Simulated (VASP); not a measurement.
A run of VASP 6.6.1 is set up as follows.

Contents of INCAR:

```
  PREC = Accurate
  ENCUT = 520
  EDIFF = 1E-6
  ISMEAR = -1
  SIGMA = 0.03
  LREAL = F
  LASPH = T
  NELM = 60
  ALGO = Normal
  ISIF = 2
  LWAVE = F
  LCHARG = F
  GGA = PS
  NBANDS = 15
```

File KPOINTS:

```
regular mesh
0
Gamma
  15 15 12
```

Contents of POSCAR:

```
HfB2
1.0
    3.1400001005      0.0000000000      0.0000000000
   -1.5700000503      2.7193198549      0.0000000000
    0.0000000000      0.0000000000      3.4104000000
Hf B
1 2
Direct
    0.0000000000      0.0000000000      0.0000000000
    0.3333333333      0.6666666667      0.5000000000
    0.6666666667      0.3333333333      0.5000000000
```

Potentials or basis: VASP PAW PBE potentials, release 64 (Hf_pv, B).

Run with:

```console
$ cat potpaw_PBE.64/Hf_pv/POTCAR potpaw_PBE.64/B/POTCAR > POTCAR
$ mpirun -np 1 vasp_std > vasp.out
```

(1) Predict the band gap on the k mesh.

(2) Predict the pressure.

Answers

(1) zero (band 8 reaches 8.31 eV, above the bottom of band 9 at 7.45 eV).

(2) 0.4 GPa.

Caveat: the cell differs from its parent crystal (zz strain of -2 %); the PAW data sets were made with another functional, which shifts forces and pressure a little; spin-orbit coupling is left out, which moves the levels of the heavy elements.
